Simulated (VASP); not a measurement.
Wanted: the native input for a VASP 6.6.1 run.

```yaml
Task: single point
Functional: PBEsol
Potentials_or_basis: VASP PAW PBE potentials, release 64 (Al)
Cutoff: 500 eV
k_mesh: 12 × 12 × 12
Occupations: methfessel-paxton, width 0.3 eV
Spin: no spin polarisation
Dipole_correction: no
Further_INCAR_settings: ALGO = Normal; EDIFF = 1e-06; NBANDS = 8
```

The structure of Al lies in POSCAR:

```
Al
1.0
   -1.5912186900      1.5912186900      1.5912186900
    1.5912186900     -1.5912186900      1.5912186900
    1.5912186900      1.5912186900     -1.5912186900
Al
1
Direct
    0.0000000000      0.0000000000      0.0000000000
```

These files were run (other wordings do the same):

INCAR

```
SYSTEM = Al
ALGO     = Normal         ! electronic algorithm
EDIFF    = 1E-6           ! SCF threshold, eV
ENCUT    = 500            ! plane-wave cutoff, eV
GGA      = PS             ! functional
GGA_COMPAT= .False.      
ISIF     = 2              ! what is computed and relaxed
ISMEAR   = 1              ! smearing method
LASPH    = .True.         ! aspherical terms in the spheres
LCHARG   = .False.        ! write CHGCAR
LREAL    = .False.        ! projectors in reciprocal space
LWAVE    = .False.        ! write WAVECAR
NBANDS   = 8              ! bands
NELM     = 120            ! most SCF steps
PREC     = Accurate       ! precision mode
SIGMA    = 0.3            ! smearing width, eV
```

KPOINTS

```
k-points
0
Gamma
  12 12 12
  0 0 0
```

Potentials or basis: VASP PAW PBE potentials, release 64 (Al).

Run with:

```console
$ cat potpaw_PBE.64/Al/POTCAR > POTCAR
$ mpirun -np 1 vasp_std > vasp.out
```

Results of the run:

```yaml
Pressure: 2.2 GPa
```

Caveat: the PAW data sets were made with another functional, which shifts forces and pressure a little.

Wall time 10 s on 1 thread of Intel Xeon 8259CL, on a shared host, peak memory 0.12 GiB.
